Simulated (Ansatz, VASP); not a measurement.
Pt: VASP beside Ansatz

The input INCAR:

```
ALGO     = Normal         # electronic algorithm
EDIFF    = 1E-6           # SCF threshold, eV
ENCUT    = 520            # plane-wave cutoff, eV
GGA      = CA             # functional
ISIF     = 2              # what is computed and relaxed
ISMEAR   = 0              # smearing method
LASPH    = T              # aspherical terms in the spheres
LCHARG   = F              # write CHGCAR
LREAL    = F              # projectors in reciprocal space
LWAVE    = F              # write WAVECAR
NBANDS   = 11             # bands
NELM     = 60             # most SCF steps
PREC     = Accurate       # precision mode
SIGMA    = 0.15           # smearing width, eV
```

The input KPOINTS:

```
k-points
0
Gamma
  22 22 22
```

The input POSCAR:

```
Pt
1.0
    0.0000000000      2.1578580099      1.5845151367
    2.1578580099      0.0000000000      1.5845151367
    2.1578580099      2.1578580099      0.0000000000
Pt
1
Direct
    0.0000000000      0.0000000000      0.0000000000
```

Input for Ansatz:

```yaml
crystal:
  lattice:
    - [0.0, 2.1578580099, 1.5845151367]
    - [2.1578580099, 0.0, 1.5845151367]
    - [2.1578580099, 2.1578580099, 0.0]
  atoms:
    - { symbol: Pt, position: [0.0, 0.0, 0.0] }
basis:
  ecutwfc: 420
kpoints:
  mp_grid: { grid: [22, 22, 22] }
hamiltonian:
  xc: lda
  pseudopotentials: { kind: paw, azcp: { folder: soft_1 } }
scf:
  occupations: { method: gaussian, width: 0.15 }
output:
  forces: true
  stress: true
  eigenvalues: true
```

Alike in both runs: task single point; functional LDA; k mesh 22 × 22 × 22; occupations gaussian, width 0.15 eV; no spin polarisation.

|  | VASP | Ansatz |
| --- | --- | --- |
| version | VASP 6.6.1 | Ansatz 0.2.0 |
| potentials or method | VASP PAW LDA potentials, release 64 (Pt), cutoff 520 eV | scalar-relativistic, plane waves, PAW |
| valence electrons in the cell | 10 | 18 |

```tsv
	VASP	Ansatz	Ansatz less VASP
gap on the k mesh at the Fermi level (eV)	none	none	-
pressure (GPa)	4.1	3.3	-0.78
traceless stress, the component that is largest in VASP (GPa)	2.79	2.81	+0.013
```

Ansatz warns that its potentials were made for another functional, while VASP's fit it. LDA's correlation is that of Perdew and Zunger in VASP and of Perdew and Wang (1992) in Ansatz. A gap of «none» marks a metal or a gap that the smearing closes. VASP's potentials hold 10 valence electrons a cell and Ansatz's 18, so a difference there can come from the potentials and not from the codes.

Neither program's run includes spin-orbit coupling.
